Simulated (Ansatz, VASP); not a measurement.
**Zr in VASP and in Ansatz**

Contents of INCAR:

```
SYSTEM = Zr
PREC     = Accurate       ! precision mode
ENCUT    = 520            ! plane-wave cutoff, eV
EDIFF    = 1E-7           ! SCF threshold, eV
ISMEAR   = -1             ! smearing method
SIGMA    = 0.05           ! smearing width, eV
LREAL    = .FALSE.        ! projectors in reciprocal space
LASPH    = .TRUE.         ! aspherical terms in the spheres
NELM     = 100            ! most SCF steps
ALGO     = Normal         ! electronic algorithm
ISIF     = 2              ! what is computed and relaxed
LWAVE    = .FALSE.        ! write WAVECAR
LCHARG   = .FALSE.        ! write CHGCAR
GGA      = PE             ! functional
NBANDS   = 12             ! bands
```

The input KPOINTS:

```
Automatic mesh
0
G
  16 16 16
  0 0 0
```

Contents of POSCAR:

```
Zr
1.0
   -1.5078203475      1.5078203475      1.5078203475
    1.5078203475     -1.5078203475      1.5078203475
    1.5078203475      1.5078203475     -1.5078203475
Zr
1
Direct
    0.0000000000      0.0000000000      0.0000000000
```

Input for Ansatz:

```yaml
crystal:
  lattice:
    - [-1.5078203475, 1.5078203475, 1.5078203475]
    - [1.5078203475, -1.5078203475, 1.5078203475]
    - [1.5078203475, 1.5078203475, -1.5078203475]
  atoms:
    - { symbol: Zr, position: [0.0, 0.0, 0.0] }
kpoints:
  mp_grid: { grid: [16, 16, 16] }
scf:
  occupations: { method: fermi_dirac, width: 0.05 }
hamiltonian:
  xc: pbe
  pseudopotentials: { kind: all_electron, lapw: { basis_error: 0.001 } }
output:
  forces: true
  stress: true
  eigenvalues: true
  populations: true
```

Change from the starting cell: volume scaled by 0.6, LAPW.

Alike in both runs: task single point; functional PBE; k mesh 16 × 16 × 16; occupations fermi-dirac, width 0.05 eV; no spin polarisation.

|  | VASP | Ansatz |
| --- | --- | --- |
| version | VASP 6.6.1 | Ansatz 0.2.0 |
| potentials or method | VASP PAW PBE potentials, release 64 (Zr_sv), cutoff 520 eV | all-electron LAPW, scalar-relativistic |

Ansatz gave:

```
pressure (GPa) : 102.7
```

Question: Which values does VASP return?

Answer: Pressure (GPa): 103.4.

Both programs put the cell under a high pressure, so it lies far from rest at this level. Ansatz ran all-electron here, and VASP with PAW potentials.

Noted on VASP's run: the cell as given lies far from equilibrium.
